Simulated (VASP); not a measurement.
# W (Im-3m) in VASP: a series of runs, part 2 of 2

VASP 6.6.1.

### 3 Single point, PBE

The input, INCAR:

```
SYSTEM = W
ALGO = Fast
EDIFF = 1E-7
ENCUT = 520
GGA = PE
ISIF = 2
ISMEAR = -1
LASPH = .True.
LCHARG = .True.
LELF = .True.
LREAL = .False.
LVHAR = .True.
LWAVE = .False.
NBANDS = 13
NELM = 100
PREC = Accurate
SIGMA = 0.05
```

The input, KPOINTS:

```
k-points
0
Gamma
  12 12 12
  0 0 0
```

The input, POSCAR:

```
W
1.0
   -1.5823450000      1.5823450000      1.5823450000
    1.5823450000     -1.5823450000      1.5823450000
    1.5823450000      1.5823450000     -1.5823450000
W
1
Direct
    0.0000000000      0.0000000000      0.0000000000
```

Potentials or basis: VASP PAW PBE potentials, release 64 (W_sv).

On the command line:

```
cat potpaw_PBE.64/W_sv/POTCAR > POTCAR
mpirun -np 1 vasp_std > vasp.out
```

OUTCAR:

```text
SYSTEM = W
   EDIFF = 1E-7
   ENCUT = 520
   GGA = PE
   ISIF = 2
   ISMEAR = -1
   LASPH = .True.
   LREAL = .False.
   NELM = 100
   PREC = Accurate

 ion  position               nearest neighbor table
   1  0.000  0.000  0.000-

  LATTYP: Found a body centered cubic cell.
 ALAT       =     3.1646900000

  Lattice vectors:

 A1 = (  -1.5823450000,   1.5823450000,   1.5823450000)
 A2 = (   1.5823450000,  -1.5823450000,   1.5823450000)
 A3 = (   1.5823450000,   1.5823450000,  -1.5823450000)

Analysis of symmetry for initial positions (statically):
=====================================================================
 Subroutine PRICEL returns:
 Original cell was already a primitive cell.

 Routine SETGRP: Setting up the symmetry group for a
 body centered cubic supercell.

 Subroutine GETGRP returns: Found 48 space group operations
 (whereof 48 operations were pure point group operations)
 out of a pool of 48 trial point group operations.

The static configuration has the point symmetry O_h .

Analysis of symmetry for dynamics (positions and initial velocities):
=====================================================================
 Subroutine PRICEL returns:
 Original cell was already a primitive cell.

 Routine SETGRP: Setting up the symmetry group for a
 body centered cubic supercell.

 Subroutine GETGRP returns: Found 48 space group operations
 (whereof 48 operations were pure point group operations)
 out of a pool of 48 trial point group operations.

The dynamic configuration has the point symmetry O_h .

 Subroutine INISYM returns: Found 48 space group operations
 (whereof 48 operations are pure point group operations),
 and found     1 'primitive' translations

----------------------------------------------------------------------------------------

                                     Primitive cell

  volume of cell :      15.8476

[... 107 lines left out ...]
  volume/ion in A,a.u.               =      15.85       106.94
  Fermi-wavevector in a.u.,A,eV,Ry     =   1.570832  2.968442 33.572544  2.467512
  Thomas-Fermi vector in A             =   2.672506
   LORBIT       =      0    0 simple, 1 ext, 2 COOP (PROOUT), +10 PAW based schemes
   GGA     = PE    functional components
   LHFCALC =     F    Hartree Fock is set to
   AEXX    =    0.0000 exact exchange contribution
   IVDW    =     0    specifies the selected vdW correction
   LEPSILON=     F    determine dielectric tensor
   LRPA    =     F    only Hartree local field effects (RPA)
 non-spin polarized calculation
 RMM-DIIS sequential band-by-band and
  energy-cutoff  :      520.00
  volume of cell :       15.85
 maximum number of plane-waves:       438
   NGX = 11   NGY = 11   NGZ = 11

 number of electron      14.0000004 magnetization

 Free energy of the ion-electron system (eV)
  ---------------------------------------------------
  ext. energy  EPLUGINS =         0.00000000
  ---------------------------------------------------
  free energy    TOTEN  =       -12.95072600 eV

  energy without entropy =      -12.94592317  energy(sigma->0) =      -12.94832458

 E-fermi :  11.3580     XC(G=0): -13.6429

 val. band max:       11.3235109929   @ k =  -0.2500   0.3333   0.1667
 cond. band min:      11.3737110037   @ k =  -0.1667   0.1667   0.0833
 fundamental gap:      0.0502000108
 Fermi energy:        11.3579699684

 k-point     1 :       0.0000    0.0000    0.0000
  band No.  band energies     occupation
      1     -62.7400      2.00000
      2     -26.3010      2.00000
      3     -26.3010      2.00000
      4     -26.3010      2.00000
      5       1.8089      2.00000
      6      10.2167      2.00000
      7      10.2167      2.00000
      8      10.2167      2.00000
      9      13.7081      0.00000
     10      13.7081      0.00000
     11      25.9653      0.00000
     12      25.9653      0.00000
     13      25.9653      0.00000
[... 354 lines left out ...]
  band No.  band energies     occupation
      1     -62.6033      2.00000
      2     -27.5047      2.00000
      3     -26.7793      2.00000
      4     -26.3948      2.00000
      5       5.8340      2.00000
      6       7.8357      2.00000
      7      11.1716      1.95304
      8      13.8500      0.00000
      9      14.6220      0.00000
     10      18.8745      0.00000
     11      21.3820      0.00000
     12      23.6587      0.00000
     13      27.4879      0.00000

 [... further k-points ...]
[... 5 lines left out ...]
  --------------------------------------------------------------------------------------
  -------------------------------------------------------------------------------------
  Total        0.6368718      0.6368718      0.6368718      0.0000000      0.0000000      0.0000000
  in kB       64.3871275     64.3871275     64.3871275      0.0000000      0.0000000      0.0000000
  external PRESSURE =      64.3871275 kB  Pullay stress =       0.0000000 kB

 VOLUME and BASIS-vectors are now :
 -----------------------------------------------------------------------------
  energy-cutoff  :      520.00
  volume of cell :       15.85
      direct lattice vectors                 reciprocal lattice vectors
    -1.582345000  1.582345000  1.582345000     0.000000000  0.315986716  0.315986716
     1.582345000 -1.582345000  1.582345000     0.315986716  0.000000000  0.315986716
     1.582345000  1.582345000 -1.582345000     0.315986716  0.315986716  0.000000000

 POSITION                                       TOTAL-FORCE (eV/Angst)
 -----------------------------------------------------------------------------------
      0.00000      0.00000      0.00000        -0.000000      0.000000     -0.000000
 -----------------------------------------------------------------------------------
    total drift:                                0.000000     -0.000000      0.000000

  FREE ENERGIE OF THE ION-ELECTRON SYSTEM (eV)
  ---------------------------------------------------
  free  energy   TOTEN  =       -12.9507260001 eV

  energy  without entropy=      -12.9459231689  energy(sigma->0) =      -12.94832458
```

stdout:

```text
POSCAR found type information on POSCAR W
 POSCAR found :  1 types and       1 ions
 scaLAPACK will be used
 LDA part: xc-table for (Slater+PW92), standard interpolation
 POSCAR, INCAR and KPOINTS ok, starting setup
 FFT: planning ... GRIDC
 FFT: planning ... GRID_SOFT
 FFT: planning ... GRID
 WAVECAR not read
 entering main loop
```

Wall time 6.3 s (1 thread of Intel Xeon 6975P-C (Granite Rapids), shared host); peak memory 0.13 GiB.

Results:

```yaml
Free_energy: -12.9507 eV
Pressure: 6.4 GPa
Band_gap_on_the_k_mesh: zero (band 7 reaches 16.61 eV, above the bottom of band 8 at 10.22 eV)
```

Levels at points of the mesh, in eV from the Fermi level:
| k point | band 5 | band 6 | band 7 | band 8 | band 9 | band 10 |
| --- | --- | --- | --- | --- | --- | --- |
| (0.00, 0.00, 0.00) | -9.55 | -1.14 | -1.14 | -1.14 | 2.35 | 2.35 |
| (0.50, 0.00, 0.00) | -6.19 | -3.48 | 0.77 | 2.24 | 3.22 | 6.24 |
| (0.50, 0.50, 0.50) | -5.75 | -5.75 | 5.26 | 5.26 | 5.26 | 8.34 |

Caveat: spin-orbit coupling is left out, which moves the levels of the heavy elements.

### 4 Single point, PBE+D4

This run uses another cell than the first one, of 14.90 Å³/atom, 0.940 times its volume.

The input, INCAR:

```
SYSTEM = W
ALGO     = Normal         ! electronic algorithm
EDIFF    = 1E-6           ! SCF threshold, eV
ENCUT    = 520            ! plane-wave cutoff, eV
GGA      = PE             ! functional
ISIF     = 2              ! what is computed and relaxed
ISMEAR   = -1             ! smearing method
IVDW     = 13             ! dispersion correction
LASPH    = .TRUE.         ! aspherical terms in the spheres
LCHARG   = .FALSE.        ! write CHGCAR
LREAL    = .FALSE.        ! projectors in reciprocal space
LWAVE    = .FALSE.        ! write WAVECAR
NBANDS   = 13             ! bands
NELM     = 60             ! most SCF steps
PREC     = Accurate       ! precision mode
SIGMA    = 0.05           ! smearing width, eV
```

The input, KPOINTS:

```
k-points
0
G
  12 12 12
  0 0 0
```

The input, POSCAR:

```
W
1.0
   -1.5500431812      1.5500431812      1.5500431812
    1.5500431812     -1.5500431812      1.5500431812
    1.5500431812      1.5500431812     -1.5500431812
W
1
Direct
    0.0000000000      0.0000000000      0.0000000000
```

On the command line:

```
cat potpaw_PBE.64/W_sv/POTCAR > POTCAR
mpirun -np 1 vasp_std > vasp.out
```

Run time: 6.8 s. Hardware: 1 thread of Intel Xeon Platinum 8559C (Emerald Rapids), shared host; peak memory 0.13 GiB.

The run converged. Its results:

| Quantity | Value |
| --- | --- |
| Free energy | -13.6125 eV |
| Pressure | 21.6 GPa |
| Band gap on the k mesh | zero (band 7 reaches 18.01 eV, above the bottom of band 8 at 11.03 eV) |
| Dispersion energy per atom | -0.765 eV |

Levels at points of the mesh, in eV from the Fermi level:
```tsv
k point	band 5	band 6	band 7	band 8	band 9	band 10
(0.00, 0.00, 0.00)	-9.96	-1.31	-1.31	-1.31	2.43	2.43
(0.50, 0.00, 0.00)	-6.67	-3.86	0.94	2.37	3.43	6.76
(0.50, 0.50, 0.50)	-6.34	-6.34	5.66	5.66	5.66	8.79
```

Caveat: spin-orbit coupling is left out, which moves the levels of the heavy elements; pairwise dispersion overbinds metals, which lowers pressure and volume.

### 5 The runs side by side

```csv
task,level,cell,cutoff (eV),gap on the mesh (eV),pressure (GPa)
relaxation of cell and atoms,BLYP+D4,"relaxed from a = 2.741 Å, angles 109.5°, 1 atom",600,none,-0.1
single point,PBE,"a = 2.741 Å, angles 109.5°, 1 atom",520,none,6.4
single point,PBE+D4,"a = 2.685 Å, angles 109.5°, 1 atom",520,none,21.6
```

Alike in all rows: potentials or basis VASP PAW PBE potentials, release 64 (W_sv); no spin polarisation; k mesh 12 × 12 × 12; smearing fermi-dirac 0.05 eV.

Caveats: spin-orbit coupling is left out, which moves the levels of the heavy elements; pairwise dispersion overbinds metals, which lowers pressure and volume (some runs); the PAW data sets were made with another functional, which shifts forces and pressure a little (some runs).

Total energies depend on the potentials used, so only differences within one code and one set of settings carry meaning.
